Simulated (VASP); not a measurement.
ZrScF4, 6 atoms in the cell. It takes space group P4/mmm (No. 123, tetragonal). The conventional cell has a = 3.463 Å, b = 3.463 Å, c = 6.339 Å, α = 90.00°, β = 90.00°, γ = 90.00°. Zr (site symmetry 4/mmm) has 8 F at 2.55 Å and 4 Zr at 3.46 Å within 3.5 Å. Within 2.9 Å of Sc (site symmetry 4/mmm) lie 8 F at 2.16 Å. F (site symmetry 2mm) has 2 Sc at 2.16 Å and 5 F at 2.45 to 2.58 Å and 2 Zr at 2.55 Å within 2.9 Å. 

| Quantity | Value |
| --- | --- |
| Program | VASP 6.6.1 |
| Task | relaxation of cell and atoms |
| Functional | PBE |
| Potentials or basis | VASP PAW PBE potentials, release 64 (Zr_sv, Sc_sv, F) |
| Cutoff | 600 eV |
| k mesh | 12 × 12 × 6 |
| Occupations | gaussian, width 0.1 eV |
| Spin | no spin polarisation |
| Dipole correction | no |
| Further INCAR settings | ALGO = Normal; EDIFF = 1e-06; IBRION = 2; EDIFFG = -0.01; NSW = 100; ISIF = 3 |

Potentials or basis: VASP PAW PBE potentials, release 64 (Zr_sv, Sc_sv, F).

Command:

```console
$ cat potpaw_PBE.64/Zr_sv/POTCAR potpaw_PBE.64/Sc_sv/POTCAR potpaw_PBE.64/F/POTCAR > POTCAR
$ mpirun -np 1 vasp_std > vasp.out
```

Hardware: 1 thread of Intel(R) Xeon(R) 6975P-C (Granite Rapids) (shared host).

**Question.** Estimate the wall time of this run.

**Answer.** Run time: 27 min on 1 thread of Intel(R) Xeon(R) 6975P-C (Granite Rapids), on a shared host, peak memory 0.43 GiB. Counts: scf iterations 74, k points 112, ion steps 8.
